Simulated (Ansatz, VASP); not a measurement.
CdS in VASP and in Ansatz

The input INCAR:

```
PREC = Accurate
ENCUT = 520
EDIFF = 1E-6
ISMEAR = 0
SIGMA = 0.01
LREAL = F
LASPH = T
NELM = 60
ALGO = Normal
ISIF = 2
LWAVE = F
LCHARG = F
GGA = PE
NBANDS = 26
```

Contents of KPOINTS:

```
Automatic mesh
0
Gamma
  6 6 4
```

POSCAR

```
CdS
1.0
    3.8378642404      0.0000000000      0.0000000000
   -1.9189321202      3.3236879284      0.0000000000
    0.0000000000      0.0000000000      6.4122453509
Cd S
2 2
Direct
    0.0000000000      0.0000000000      0.0000000000
    0.0000000000      0.0000000000      0.5000000000
    0.3333333333      0.6666666667      0.2500000000
    0.6666666667      0.3333333333      0.7500000000
```

Input for Ansatz:

```yaml
crystal:
  lattice:
    - [3.8378642404, 0.0, 0.0]
    - [-1.9189321202, 3.3236879284, 0.0]
    - [0.0, 0.0, 6.4122453509]
  atoms:
    - { symbol: Cd, position: [0.0, 0.0, 0.0] }
    - { symbol: Cd, position: [0.0, 0.0, 0.5] }
    - { symbol: S, position: [0.3333333333, 0.6666666667, 0.25] }
    - { symbol: S, position: [0.6666666667, 0.3333333333, 0.75] }
kpoints:
  mp_grid: { grid: [6, 6, 4] }
hamiltonian:
  xc: pbe
scf:
  occupations: { method: fixed }
  n_extra_bands: 5
output:
  forces: true
  stress: true
  eigenvalues: true
```

Alike in both runs: task single point; functional PBE; k mesh 6 × 6 × 4; no spin polarisation.

|  | VASP | Ansatz |
| --- | --- | --- |
| version | VASP 6.6.1 | Ansatz 0.2.0 |
| potentials or method | VASP PAW PBE potentials, release 64 (Cd, S) | plane waves, PAW |
| plane-wave cutoff (eV) | 520 | 420 |
| occupations | gaussian, width 0.01 eV | fixed |
| valence electrons in the cell | 36 | 52 |

VASP gave:

```
gap on the k mesh at the Fermi level (eV)                     : 0.67
pressure (GPa)                                                : 2.8
traceless stress, the component that is largest in VASP (GPa) : 0.15
```

Question: Estimate Ansatz's values.

Answer: gap on the k mesh at the Fermi level (eV): 0.68; pressure (GPa): 2.3; traceless stress, the component that is largest in VASP (GPa): 0.14.

VASP's potentials hold 36 valence electrons a cell and Ansatz's 52, so a difference there can come from the potentials and not from the codes.
